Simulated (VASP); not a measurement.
# Be (Pm-3m) in VASP: a series of runs

The runs below take Be through single point, with PBE.

All numbers are computed with VASP 6.6.1; they aren't measurements. Logs are shortened: lines on timing, memory, paths and dates and some standing lists are left out, and cuts for length are marked.

**1. The cell of the first run**

Symmetry: Pm-3m, No. 221, cubic system. Conventional cell: a = 1.812 Å, b = 1.812 Å, c = 1.812 Å, α = 90.00°, β = 90.00°, γ = 90.00°. Within 2.4 Å of Be (site symmetry m-3m) lie 6 Be at 1.81 Å.

**2. Single point, PBE (volume scaled by 0.58)**

INCAR reads:

```
SYSTEM = Be
PREC     = Accurate       ! precision mode
ENCUT    = 600            ! plane-wave cutoff, eV
EDIFF    = 1E-6           ! SCF threshold, eV
ISMEAR   = -1             ! smearing method
SIGMA    = 0.1            ! smearing width, eV
LREAL    = .False.        ! projectors in reciprocal space
LASPH    = .True.         ! aspherical terms in the spheres
NELM     = 120            ! most SCF steps
ALGO     = Normal         ! electronic algorithm
ISIF     = 2              ! what is computed and relaxed
LWAVE    = .False.        ! write WAVECAR
LCHARG   = .False.        ! write CHGCAR
GGA      = PE             ! functional
NBANDS   = 7              ! bands
GGA_COMPAT= .False.
```

KPOINTS reads:

```
regular mesh
0
Gamma
  20 20 20
  0 0 0
```

POSCAR reads:

```
Be
1.0
    1.8118515717      0.0000000000      0.0000000000
    0.0000000000      1.8118515717      0.0000000000
    0.0000000000      0.0000000000      1.8118515717
Be
1
Direct
    0.0000000000      0.0000000000      0.0000000000
```

Potentials or basis: VASP PAW PBE potentials, release 64 (Be).

Command:

```bash
$ cat potpaw_PBE.64/Be/POTCAR > POTCAR
$ mpirun -np 1 vasp_std > vasp.out
```

OUTCAR:

```text
SYSTEM = Be
   PREC = Accurate
   ENCUT = 600
   EDIFF = 1E-6
   ISMEAR = -1
   LREAL = .False.
   LASPH = .True.
   NELM = 120
   ISIF = 2
   GGA = PE

 ion  position               nearest neighbor table
   1  0.000  0.000  0.000-

  LATTYP: Found a simple cubic cell.
 ALAT       =     1.8118515717

  Lattice vectors:

 A1 = (   1.8118515717,   0.0000000000,   0.0000000000)
 A2 = (   0.0000000000,   1.8118515717,   0.0000000000)
 A3 = (   0.0000000000,   0.0000000000,   1.8118515717)

Analysis of symmetry for initial positions (statically):
=====================================================================
 Subroutine PRICEL returns:
 Original cell was already a primitive cell.

 Routine SETGRP: Setting up the symmetry group for a
 simple cubic supercell.

 Subroutine GETGRP returns: Found 48 space group operations
 (whereof 48 operations were pure point group operations)
 out of a pool of 48 trial point group operations.

The static configuration has the point symmetry O_h .

Analysis of symmetry for dynamics (positions and initial velocities):
=====================================================================
 Subroutine PRICEL returns:
 Original cell was already a primitive cell.

 Routine SETGRP: Setting up the symmetry group for a
 simple cubic supercell.

 Subroutine GETGRP returns: Found 48 space group operations
 (whereof 48 operations were pure point group operations)
 out of a pool of 48 trial point group operations.

The dynamic configuration has the point symmetry O_h .

 Subroutine INISYM returns: Found 48 space group operations
 (whereof 48 operations are pure point group operations),
 and found     1 'primitive' translations

----------------------------------------------------------------------------------------

                                     Primitive cell

  volume of cell :       5.9480

  direct lattice vectors                    reciprocal lattice vectors
     1.811851572  0.000000000  0.000000000     0.551921590  0.000000000  0.000000000
     0.000000000  1.811851572  0.000000000     0.000000000  0.551921590  0.000000000
     0.000000000  0.000000000  1.811851572     0.000000000  0.000000000  0.551921590

  length of vectors
     1.811851572  1.811851572  1.811851572     0.551921590  0.551921590  0.551921590

  position of ions in fractional coordinates (direct lattice)
     0.000000000  0.000000000  0.000000000

  ion indices of the primitive-cell ions
   primitive index   ion index
                 1           1

----------------------------------------------------------------------------------------

 KPOINTS: regular mesh

Automatic generation of k-mesh.
 Grid dimensions read from file:
 generate k-points for:   20   20   20

 Generating k-lattice:

  Cartesian coordinates                     Fractional coordinates (reciprocal lattice)
     0.027596079  0.000000000  0.000000000     0.050000000  0.000000000  0.000000000
     0.000000000  0.027596079  0.000000000     0.000000000  0.050000000  0.000000000
     0.000000000  0.000000000  0.027596079     0.000000000  0.000000000  0.050000000

  Length of vectors
     0.027596079  0.027596079  0.027596079

  Shift w.r.t. Gamma in fractional coordinates (k-lattice)
     0.000000000  0.000000000  0.000000000

 Subroutine IBZKPT returns following result:
 ===========================================

 Found    286 irreducible k-points:

 Following reciprocal coordinates:
            Coordinates               Weight
  0.000000  0.000000  0.000000      1.000000
  0.050000  0.000000  0.000000      6.000000
  0.100000  0.000000  0.000000      6.000000
  0.150000  0.000000  0.000000      6.000000
  0.200000  0.000000  0.000000      6.000000
  0.250000  0.000000  0.000000      6.000000
[... 16 lines left out ...]
  0.150000  0.100000  0.000000     24.000000
  0.200000  0.100000  0.000000     24.000000
 [... further k-points ...]
   k-points           NKPTS =    286   k-points in BZ     NKDIM =    286   number of bands    NBANDS=      7
   number of dos      NEDOS =    301   number of ions     NIONS =      1
   total plane-waves  NPLWV =   2744
   dimension x,y,z NGX =    14 NGY =   14 NGZ =   14
   dimension x,y,z NGXF=    28 NGYF=   28 NGZF=   28
   ions per type =               1
   NGX,Y,Z   is equivalent  to a cutoff of  12.85, 12.85, 12.85 a.u.
   NGXF,Y,Z  is equivalent  to a cutoff of  25.69, 25.69, 25.69 a.u.
 SYSTEM =  Be
   PREC   = accura    normal or accurate (medium, high low for compatibility)
   ISTART =      0    job   : 0-new  1-cont  2-samecut
   ICHARG =      2    charge: 1-file 2-atom 10-const
   ISPIN  =      1    spin polarized calculation?
   LNONCOLLINEAR =      F non collinear calculations
   LSORBIT =      F    spin-orbit coupling
   LASPH  =      T    aspherical Exc in radial PAW
   ENCUT  =  600.0 eV  44.10 Ry    6.64 a.u.   3.62  3.62  3.62*2*pi/ulx,y,z
   NELM   =    120;   NELMIN=  2; NELMDL= -5     # of ELM steps
   EDIFF  = 0.1E-05   stopping-criterion for ELM
   LREAL  =      F    real-space projection
   EDIFFG = 0.1E-04   stopping-criterion for IOM
   NSW    =      0    number of steps for IOM
   IBRION =     -1    ionic relax: 0-MD 1-quasi-New 2-CG
   NFREE  =      0    steps in history (QN), initial steepest desc. (CG)
   ISIF   =      2    stress and relaxation
   ISYM   =      2    0-nonsym 1-usesym 2-fastsym
   POTIM  = 0.5000    time-step for ionic-motion
   TEBEG  =    0.0;   TEEND  =   0.0 temperature during run
   PSTRESS=    0.0 pullay stress
   NELECT =       2.0000    total number of electrons
   NUPDOWN=      -1.0000    fix difference up-down
   EMIN   =  10.00;   EMAX   =-10.00  energy-range for DOS
   EFERMI =   0.00;   METHOD = LEGACY
   ISMEAR =    -1;   SIGMA  =   0.10  broadening in eV -4-tet -1-fermi 0-gaus
   EFERMI_NEDOS =   21; number of points for ismear=-14 and -15
   IALGO  =     38    algorithm
   IMIX   =      4    mixing-type and parameters
     AMIX     =   0.40;   BMIX     =  1.00
     AMIX_MAG =   1.60;   BMIX_MAG =  1.00
  volume/ion in A,a.u.               =       5.95        40.14
  Fermi-wavevector in a.u.,A,eV,Ry     =   1.138402  2.151267 17.632586  1.295958
  Thomas-Fermi vector in A             =   2.275106
   LORBIT       =      0    0 simple, 1 ext, 2 COOP (PROOUT), +10 PAW based schemes
   GGA     = PE    functional components
   LHFCALC =     F    Hartree Fock is set to
   AEXX    =    0.0000 exact exchange contribution
   IVDW    =     0    specifies the selected vdW correction
   LEPSILON=     F    determine dielectric tensor
   LRPA    =     F    only Hartree local field effects (RPA)
 non-spin polarized calculation
  energy-cutoff  :      600.00
  volume of cell :        5.95
 maximum number of plane-waves:       211
   NGX =  7   NGY =  7   NGZ =  7

 number of electron       2.0000000 magnetization

 Free energy of the ion-electron system (eV)
  ---------------------------------------------------
  ext. energy  EPLUGINS =         0.00000000
  ---------------------------------------------------
  free energy    TOTEN  =        -1.84933956 eV

  energy without entropy =       -1.83640890  energy(sigma->0) =       -1.84287423

 E-fermi :  10.1230     XC(G=0): -11.5784

 val. band max:       10.1096823411   @ k =   0.5000   0.4500   0.1000
 cond. band min:      10.1255966387   @ k =   0.5000   0.3000   0.1000
 fundamental gap:      0.0159142976
 Fermi energy:        10.1229790684

 k-point     1 :       0.0000    0.0000    0.0000
  band No.  band energies     occupation
      1      -3.2472      2.00000
      2      29.6561      0.00000
      3      29.6561      0.00000
      4      29.6561      0.00000
      5      36.1193      0.00000
      6      36.1193      0.00000
      7      52.0348      0.00000

 k-point     2 :       0.0500    0.0000    0.0000
  band No.  band energies     occupation
      1      -3.1725      2.00000
      2      28.1069      0.00000
      3      29.7519      0.00000
      4      29.7519      0.00000
      5      36.2301      0.00000
      6      37.8473      0.00000
      7      51.8581      0.00000

 k-point     3 :       0.1000    0.0000    0.0000
  band No.  band energies     occupation
      1      -2.9491      2.00000
      2      25.2968      0.00000
      3      30.0373      0.00000
      4      30.0373      0.00000
      5      36.5620      0.00000
      6      41.1599      0.00000
      7      51.3875      0.00000

 k-point     4 :       0.1500    0.0000    0.0000
  band No.  band energies     occupation
      1      -2.5795      2.00000
      2      22.3810      0.00000
      3      30.5066      0.00000
      4      30.5066      0.00000
      5      37.1135      0.00000
      6      44.7189      0.00000
      7      50.8706      0.00000

 k-point     5 :       0.2000    0.0000    0.0000
  band No.  band energies     occupation
      1      -2.0688      2.00000
      2      19.5920      0.00000
      3      31.1480      0.00000
      4      31.1480      0.00000
      5      37.8816      0.00000
      6      47.2606      0.00000
      7      51.4039      0.00000

 k-point     6 :       0.2500    0.0000    0.0000
  band No.  band energies     occupation
      1      -1.4261      2.00000
      2      16.9990      0.00000
      3      31.9415      0.00000
      4      31.9415      0.00000
      5      38.8604      0.00000
      6      47.3312      0.00000
      7      54.3870      0.00000

 k-point     7 :       0.3000    0.0000    0.0000
  band No.  band energies     occupation
      1      -0.6685      2.00000
      2      14.6391      0.00000
      3      32.8522      0.00000
      4      32.8522      0.00000
      5      40.0385      0.00000
      6      46.6111      0.00000
      7      55.4159      0.00000
[... 121 lines left out ...]
 k-point    20 :       0.4500    0.0500    0.0000
  band No.  band energies     occupation
      1       1.8217      2.00000
      2       9.6101      1.98822
      3      34.5464      0.00000
      4      35.5159      0.00000
      5      43.1876      0.00000
      6      45.2511      0.00000
      7      48.9258      0.00000

 k-point    21 :       0.5000    0.0500    0.0000
  band No.  band energies     occupation
      1       2.1156      2.00000
      2       9.1394      1.99989
      3      34.8625      0.00000
      4      35.7812      0.00000
      5      42.8871      0.00000
      6      45.9670      0.00000
      7      48.2621      0.00000

 k-point    22 :       0.1000    0.1000    0.0000
  band No.  band energies     occupation
      1      -2.6459      2.00000
      2      24.2635      0.00000
      3      27.4543      0.00000
      4      30.4174      0.00000
      5      39.6690      0.00000
      6      43.1787      0.00000
      7      50.4747      0.00000

 k-point    23 :       0.1500    0.1000    0.0000
  band No.  band energies     occupation
      1      -2.2700      2.00000
      2      22.0740      0.00000
      3      27.3097      0.00000
      4      30.8851      0.00000
      5      40.7284      0.00000
      6      46.0946      0.00000
      7      49.6140      0.00000

 k-point    24 :       0.2000    0.1000    0.0000
  band No.  band energies     occupation
      1      -1.7504      2.00000
      2      19.5257      0.00000
      3      27.7933      0.00000
      4      31.5242      0.00000
      5      41.5916      0.00000
      6      47.2248      0.00000
      7      50.7946      0.00000

 [... further k-points ...]
[... 5 lines left out ...]
  --------------------------------------------------------------------------------------
  -------------------------------------------------------------------------------------
  Total        3.7562521      3.7562521      3.7562521      0.0000000     -0.0000000      0.0000000
  in kB     1011.8064890   1011.8064890   1011.8064890      0.0000000     -0.0000000      0.0000000
  external PRESSURE =    1011.8064890 kB  Pullay stress =       0.0000000 kB

 VOLUME and BASIS-vectors are now :
 -----------------------------------------------------------------------------
  energy-cutoff  :      600.00
  volume of cell :        5.95
      direct lattice vectors                 reciprocal lattice vectors
     1.811851572  0.000000000  0.000000000     0.551921590  0.000000000  0.000000000
     0.000000000  1.811851572  0.000000000     0.000000000  0.551921590  0.000000000
     0.000000000  0.000000000  1.811851572     0.000000000  0.000000000  0.551921590

 POSITION                                       TOTAL-FORCE (eV/Angst)
 -----------------------------------------------------------------------------------
      0.00000      0.00000      0.00000         0.000000      0.000000      0.000000
 -----------------------------------------------------------------------------------
    total drift:                               -0.000000     -0.000000     -0.000000

  FREE ENERGIE OF THE ION-ELECTRON SYSTEM (eV)
  ---------------------------------------------------
  free  energy   TOTEN  =        -1.8493395603 eV

  energy  without entropy=       -1.8364088978  energy(sigma->0) =       -1.84287423
```

It took 21 s on 1 thread of AMD EPYC 7R13, shared host; peak memory 0.08 GiB.

Results:

```yaml
Free_energy: -1.8493 eV
Pressure: 101.2 GPa
Band_gap_on_the_k_mesh: zero (band 1 reaches 17.63 eV, above the bottom of band 2 at 9.11 eV)
```

(Part 1 of 2 ends here.)
